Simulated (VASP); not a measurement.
Here is a VASP 6.6.1 calculation.

POSCAR

```
SiC
1.0
    0.0315228309      2.1701524310      2.1701524310
    2.1701524310      0.0315228309      2.1701524310
    2.1701524310      2.1701524310      0.0315228309
Si C
1 1
Direct
    0.0007164660      0.0007164660      0.0007164660
    0.2492835340      0.2492835340      0.2492835340
```

The input INCAR.step1:

```
PREC = Accurate
ENCUT = 520
EDIFF = 1E-5
ISMEAR = 0
SIGMA = 0.01
LREAL = False
LASPH = True
NELM = 100
ALGO = Normal
ISIF = 2
LWAVE = True
LCHARG = False
GGA = PE
NBANDS = 11
```

The input INCAR.step2:

```
PREC = Accurate
ENCUT = 520
EDIFF = 1E-6
ISMEAR = 0
SIGMA = 0.01
LREAL = False
LASPH = True
NELM = 100
ALGO = Normal
ISIF = 2
LWAVE = False
LCHARG = False
GGA = PE
LHFCALC = True
HFSCREEN = 0.2079
PRECFOCK = Normal
ISTART = 1
NBANDS = 11
```

The input KPOINTS:

```
regular mesh
0
Gamma
  8 8 8
```

Potentials or basis: VASP PAW PBE potentials, release 64 (Si, C).

Command:

```bash
$ cat potpaw_PBE.64/Si/POTCAR potpaw_PBE.64/C/POTCAR > POTCAR
$ cp INCAR.step1 INCAR
$ mpirun -np 1 vasp_std > vasp.out
$ cp INCAR.step2 INCAR
$ mpirun -np 1 vasp_std > vasp.out
```

(1) What does it give for the band gap on the k mesh?

(2) Estimate the largest force.

(3) Predict the pressure.

Answers

(1) 2.12 eV (least direct gap 5.62 eV).

(2) 0.004 eV/Å.

(3) 6.5 GPa.

Caveat: the cell differs from its parent crystal (epitaxial 111 strain -1.8%); the cell stands under pressure; the PAW data sets were made with another functional, which shifts forces and pressure a little.
